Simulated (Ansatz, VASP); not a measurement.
GaN in VASP and in Ansatz

```xyz
2
Lattice="0.0875 2.2465 2.2465 2.2465 0.0875 2.2465 2.2465 2.2465 0.0875" Properties=species:S:1:pos:R:3 pbc="T T T"
Ga    0.0149    0.0149    0.0149
N     1.1302    1.1302    1.1302
```

Change from the starting cell: epitaxial_111 strain -4.0%.

Alike in both runs: task single point; functional r2SCAN; k mesh 10 × 10 × 10; no spin polarisation.

|  | VASP | Ansatz |
| --- | --- | --- |
| version | VASP 6.6.1 | Ansatz 0.2.0 |
| potentials or method | VASP PAW PBE potentials, release 64 (Ga_d, N) | plane waves, PAW |
| plane-wave cutoff (eV) | 520 | 500 |
| occupations | gaussian, width 0.01 eV | fixed |
| valence electrons in the cell | 18 | 18 |

```tsv
	VASP	Ansatz	Ansatz less VASP
gap on the k mesh at the Fermi level (eV)	2.30	2.31	+0.014
pressure (GPa)	15.5	14.2	-1.32
traceless stress, the component that is largest in VASP (GPa)	-7.10	-7.08	+0.022
rms of the force components (eV/Å)	0.012	0.001	-0.0108
```

VASP's potentials were made for PBE, not for r2SCAN. Atom by atom the forces differ by 0.011 eV/Å (rms over components).
